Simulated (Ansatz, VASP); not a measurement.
**One calculation of Ru, two programs**

File INCAR:

```
SYSTEM = Ru
PREC = Accurate ; ENCUT = 520
EDIFF = 1E-7 ; ISMEAR = 0
SIGMA = 0.15 ; LREAL = .False.
LASPH = .True. ; NELM = 100
ALGO = Fast ; ISIF = 2
LWAVE = .False. ; LCHARG = .False.
GGA = PS ; NBANDS = 21
```

File KPOINTS:

```
Automatic mesh
0
Gamma
  24 24 14
  0 0 0
```

The input POSCAR:

```
Ru
1.0
    2.6895239996      0.0000000000      0.0000000000
   -1.3447619998      2.3291961077      0.0000000000
    0.0000000000      0.0000000000      4.2519209508
Ru
2
Direct
    0.2503926292      0.6059498572      0.2500000000
    0.7496073708      0.3940501428      0.7500000000
```

Input for Ansatz:

```yaml
crystal:
  lattice:
    - [2.6895239996, 0.0, 0.0]
    - [-1.3447619998, 2.3291961077, 0.0]
    - [0.0, 0.0, 4.2519209508]
  atoms:
    - { symbol: Ru, position: [0.2503926292, 0.6059498572, 0.25] }
    - { symbol: Ru, position: [0.7496073708, 0.3940501428, 0.75] }
basis:
  ecutwfc: 420
kpoints:
  mp_grid: { grid: [24, 24, 14] }
hamiltonian:
  xc: pbesol
scf:
  occupations: { method: gaussian, width: 0.15 }
output:
  forces: true
  stress: true
  eigenvalues: true
```

Change from the starting cell: mode 4 (200.8 1/cm) frozen in, largest displacement -0.200 Å.

Alike in both runs: task single point; functional PBEsol; k mesh 24 × 24 × 14; occupations gaussian, width 0.15 eV; no spin polarisation.

```csv
,VASP,Ansatz
version,VASP 6.6.1,Ansatz 0.2.0
potentials or method,"VASP PAW PBE potentials, release 64 (Ru_pv), cutoff 520 eV","scalar-relativistic, plane waves, PAW"
valence electrons in the cell,28,32
```

```csv
,VASP,Ansatz,Ansatz less VASP
gap on the k mesh at the Fermi level (eV),none,none,-
pressure (GPa),8.4,8.3,-0.08
"traceless stress, the component that is largest in VASP (GPa)",-10.45,-10.31,+0.143
rms of the force components (eV/Å),1.401,1.393,-0.0077
```

VASP's potentials were made for PBE, not for PBEsol. Atom by atom the forces differ by 0.009 eV/Å (rms over components). A gap of «none» marks a metal or a gap that the smearing closes. VASP's potentials hold 28 valence electrons a cell and Ansatz's 32, so a difference there can come from the potentials and not from the codes.
